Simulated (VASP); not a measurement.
Runs of VASP 6.6.1 on CdTe. The structure is that of space group F-43m (No. 216), or close to it. The cells are those of the table. 

| task | cell | k mesh | smearing | gap on the mesh (eV) | pressure (GPa) | relaxed volume (Å³/atom) |
| --- | --- | --- | --- | --- | --- | --- |
| relaxation of cell and atoms | relaxed from a = 4.680 Å, angles 60.0°, 2 atoms | 10 × 10 × 10 | gaussian 0.02 eV | 0.57 | 0.0 | (b) |
| single point | a = 4.680 Å, angles 60.0°, 2 atoms | 10 × 10 × 10 | gaussian 0.02 eV | 0.58 | 0.1 | - |
| relaxation of cell and atoms | relaxed from a = 4.583 Å, angles 60.0°, 2 atoms | 8 × 8 × 8 | gaussian 0.02 eV | 0.58 | 0.0 | 36.32 |
| single point | a = 4.583 Å, angles 60.0°, 2 atoms | 6 × 6 × 6 | gaussian 0.1 eV | (a) | 2.7 | - |
| single point | a = 4.680 Å, angles 60.0°, 2 atoms | 8 × 8 × 8 | gaussian 0.02 eV | 0.58 | 0.1 | - |

Alike in all rows: level PBE; potentials or basis VASP PAW PBE potentials, release 64 (Cd, Te); no spin polarisation; cutoff (eV) 500.

Fill in the values left out.

(a) 0.77; (b) 36.34.

Caveats: semilocal functionals underestimate gaps, and a narrow one can read as zero; spin-orbit coupling is left out, which moves the levels of the heavy elements.

A k mesh can miss the band edges, and the runs leave out spin-orbit coupling on Cd, Te.
